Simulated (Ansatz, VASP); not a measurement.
PbSe: VASP beside Ansatz

```xyz
2
Lattice="0.0000 3.1092 3.1092 3.1092 0.0000 3.1092 3.1092 3.1092 0.0000" Properties=species:S:1:pos:R:3 pbc="T T T"
Pb    0.0000    0.0000    0.0000
Se    3.1092    3.1092    3.1092
```

Alike in both runs: functional PBE; k mesh 10 × 10 × 10; occupations gaussian, width 0.02 eV; no spin polarisation.

Ansatz relaxed the structure, and its values are those at the end. VASP's run is a single point on that final structure, the one shown.

|  | VASP | Ansatz |
| --- | --- | --- |
| version | VASP 6.6.1 | Ansatz 0.2.0 |
| potentials or method | VASP PAW PBE potentials, release 64 (Pb_d, Se), cutoff 520 eV | scalar-relativistic, plane waves, PAW |
| valence electrons in the cell | 20 | 30 |

VASP gave:

| Quantity | Value |
| --- | --- |
| gap on the k mesh at the Fermi level (eV) | 0.44 |
| least direct gap on the mesh (eV) | 0.44 |
| pressure (GPa) | 0.0 |

Question: Estimate Ansatz's values.

Answer: gap on the k mesh at the Fermi level (eV): 0.43; least direct gap on the mesh (eV): 0.43; pressure (GPa): 0.0.

The functional is the same, so the differences come from potentials, cutoffs and numerics. VASP's potentials hold 20 valence electrons a cell and Ansatz's 30, so a difference there can come from the potentials and not from the codes.

Spin-orbit coupling is off throughout.
